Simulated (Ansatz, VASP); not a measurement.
# Li2Pt in VASP and in Ansatz

File INCAR:

```
SYSTEM = Li2Pt
ALGO     = Normal         ! electronic algorithm
EDIFF    = 1E-8           ! SCF threshold, eV
ENCUT    = 520            ! plane-wave cutoff, eV
ISIF     = 2              ! what is computed and relaxed
ISMEAR   = -1             ! smearing method
LASPH    = .True.         ! aspherical terms in the spheres
LCHARG   = .False.        ! write CHGCAR
LEFG     = .True.       
LREAL    = .False.        ! projectors in reciprocal space
LWAVE    = .False.        ! write WAVECAR
NBANDS   = 15             ! bands
NELM     = 100            ! most SCF steps
PREC     = Accurate       ! precision mode
SIGMA    = 0.03           ! smearing width, eV
```

File KPOINTS:

```
k-points
0
Gamma
  9 9 12
  0 0 0
```

The input POSCAR:

```
Li2Pt
1.0
    4.1859989866      0.0418599899      0.0418599899
   -2.0567476787      3.6042514678      0.0153218197
    0.0266100000      0.0266100000      2.6610000000
Li Pt
2 1
Direct
    0.3333333333      0.6666666667      0.5000000000
    0.6666666667      0.3333333333      0.5000000000
    0.0000000000      0.0000000000      0.0000000000
```

Input for Ansatz:

```yaml
crystal:
  lattice:
    - [4.1859989866, 0.0418599899, 0.0418599899]
    - [-2.0567476787, 3.6042514678, 0.0153218197]
    - [0.02661, 0.02661, 2.661]
  atoms:
    - { symbol: Li, position: [0.3333333333, 0.6666666667, 0.5] }
    - { symbol: Li, position: [0.6666666667, 0.3333333333, 0.5] }
    - { symbol: Pt, position: [0.0, 0.0, 0.0] }
kpoints:
  mp_grid: { grid: [9, 9, 12] }
scf:
  occupations: { method: fermi_dirac, width: 0.03 }
hamiltonian:
  xc: lda
  pseudopotentials: { kind: paw }
output:
  forces: true
  stress: true
  eigenvalues: true
  efg: { contact_densities: true }
```

Change from the starting cell: equal xy, yz and zx shear strains of +2 %, PAW files.

Alike in both runs: task electric field gradients; functional LDA; k mesh 9 × 9 × 12; occupations fermi-dirac, width 0.03 eV; no spin polarisation.

|  | VASP | Ansatz |
| --- | --- | --- |
| version | VASP 6.6.1 | Ansatz 0.2.0 |
| potentials or method | VASP PAW LDA potentials, release 64 (Li_sv, Pt) | PAW with Ansatz's default frozen-core files, scalar-relativistic |
| plane-wave cutoff (eV) | 520 | 420 |
| valence electrons in the cell | 16 | 24 |

```tsv
	VASP	Ansatz	Ansatz less VASP
rms of the force components (eV/Å)	0.021	0.021	+0.0001
size of Vzz on the site where it differs most (V/Å²)	308.5	231.4	-77.04
```

LDA's correlation is that of Perdew and Zunger in VASP and of Perdew and Wang (1992) in Ansatz. Atom by atom the forces differ by 0.000 eV/Å (rms over components). VASP's potentials hold 16 valence electrons a cell and Ansatz's 24, so a difference there can come from the potentials and not from the codes.

Neither program's run includes spin-orbit coupling. Noted on VASP's run: the cutoff is under 1.25 times that of the potentials, so the pressure is a little rough.
